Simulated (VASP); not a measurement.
Here is a VASP 6.6.1 calculation.

The input INCAR:

```
SYSTEM = C
  PREC = Accurate
  ENCUT = 520
  EDIFF = 1E-6
  ISMEAR = 0
  SIGMA = 0.05
  LREAL = .FALSE.
  LASPH = .TRUE.
  NELM = 80
  ALGO = Normal
  ISIF = 2
  LWAVE = .FALSE.
  LCHARG = .FALSE.
  NBANDS = 31
  ISYM = 0
```

File KPOINTS:

```
Automatic mesh
0
G
  10 10 3
  0 0 0
```

File POSCAR:

```
C
1.0
   -2.4912907516      0.0000000000      0.0000000000
   -1.2456453758     -2.1575210791      0.0000000000
    1.2456453758      0.7191736930     16.2538776052
C
10
Direct
   -0.0580977428     -0.0580977428      0.4251067717
    0.9105883263      0.9105883263      0.3311649790
   -0.0051832623     -0.0051832623      0.5838502131
    0.8576738459      0.8576738459      0.1724215377
    0.1491989903      0.1491989903      0.0469969709
    0.8263391545      0.8263391545      0.0784174636
    0.2857789140      0.2857789140      0.4567367419
    0.5667116696      0.5667116696      0.2995350089
    0.3176102658      0.3176102658      0.5522307973
    0.5348803178      0.5348803178      0.2040409534
```

Potentials or basis: VASP PAW LDA potentials, release 64 (C).

Run with:

```console
$ cat potpaw_LDA.64/C/POTCAR > POTCAR
$ mpirun -np 1 vasp_std > vasp.out
```

(1) Estimate the largest force.

(2) What does it give for the pressure?

Results:

(1) 4.751 eV/Å.

(2) -1.5 GPa.

Caveat: the cell differs from its parent crystal (the distance across one plane changed); forces of over 1 eV/Å act on the atoms, so gaps and moduli don't describe the material at rest.
